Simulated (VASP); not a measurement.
## Si12N16O (a cell with a defect) (O interstitial hop between voids): single point with PBE

The system is Si12N16O (a cell with a defect) (O interstitial hop between voids).

```
Si N O
1.0
     7.66392    0.00000    0.00000
    -3.83196    6.63715    0.00000
     0.00000    0.00000    5.85255
Si N O
12 16 1
Direct
  0.23094 0.82470 0.38012
  0.40593 0.22761 0.13010
  0.82497 0.59271 0.13199
  0.18422 0.40940 0.38009
  0.59427 0.76561 0.38012
  0.78339 0.18711 0.13971
  0.23185 0.82142 0.88015
  0.40587 0.22756 0.63014
  0.82502 0.59282 0.62828
  0.18688 0.41254 0.88011
  0.61124 0.76608 0.88020
  0.78336 0.18715 0.62029
  0.33642 0.67038 0.38018
  0.66841 0.33083 0.13289
  0.96833 0.67164 0.38011
  0.29946 0.96499 0.12875
  0.65404 0.68013 0.13723
  0.32530 0.28743 0.38013
  0.04321 0.34138 0.12999
  0.71752 0.03439 0.38000
  0.34639 0.67367 0.88012
  0.66839 0.33089 0.62736
  0.96647 0.66566 0.88014
  0.29944 0.96497 0.63151
  0.65441 0.68060 0.62310
  0.33680 0.29855 0.88011
  0.04319 0.34122 0.63020
  0.72046 0.05014 0.88000
  0.86918 0.97635 0.88074
```

```json
{
 "Program": "VASP 6.6.1",
 "Task": "single point",
 "Functional": "PBE",
 "Potentials or basis": "VASP PAW PBE potentials, release 64 (Si, N, O)",
 "Cutoff": "520 eV",
 "k mesh": "1 × 1 × 1",
 "Occupations": "fermi-dirac, width 0.01 eV",
 "Spin": "no spin polarisation",
 "Dipole correction": "no",
 "Further INCAR settings": "ALGO = Normal; EDIFF = 1e-06; NBANDS = 87"
}
```

```yaml
Pressure: 2.6 GPa
Largest_force: 0.175 eV/Å
Band_gap_on_the_k_mesh: 3.69 eV
```

Forces on the atoms (eV/Å):
```
Si  -0.002  0.000  0.001
Si  -0.007 -0.003 -0.002
Si   0.000  0.004  0.002
Si   0.000 -0.007  0.002
Si   0.003  0.001  0.000
Si   0.000  0.001 -0.009
Si  -0.003  0.004 -0.002
Si  -0.006 -0.002  0.002
Si  -0.001  0.002 -0.001
Si   0.000 -0.008 -0.002
Si  -0.035 -0.060  0.000
Si  -0.001  0.001  0.009
N   -0.002  0.005  0.000
N   -0.003  0.000 -0.001
N    0.001 -0.001  0.000
N    0.000 -0.001  0.002
N    0.006  0.013  0.003
N    0.001  0.004 -0.002
N    0.000 -0.002  0.001
N    0.000 -0.013  0.000
N    0.000  0.003  0.000
N   -0.003  0.001  0.000
N   -0.002  0.001  0.000
N   -0.001  0.000 -0.002
N    0.006  0.012 -0.002
N    0.001 -0.001  0.000
N    0.001 -0.001 -0.001
N   -0.126  0.065  0.001
O    0.174 -0.017 -0.001
```

Stress tensor (GPa, compression positive):
```
-4.56 -1.46  0.00
-1.46 -1.46 -0.01
 0.00 -0.01 13.81
```

Levels at points of the mesh, in eV from the valence-band top:
| k point | band 63 | band 64 | band 65 | band 66 | band 67 | band 68 | band 69 | band 70 | band 71 | band 72 |
| --- | --- | --- | --- | --- | --- | --- | --- | --- | --- | --- |
| (0.00, 0.00, 0.00) | -1.14 | -0.59 | -0.48 | -0.27 | 0.00 | 3.69 | 4.09 | 4.37 | 4.58 | 4.66 |

It took 28 s on 1 thread of Intel(R) Xeon(R) 6975P-C (Granite Rapids), on a shared host, peak memory 0.4 GiB.

Caveat: the k points lie up to 1.07 Å⁻¹ apart.
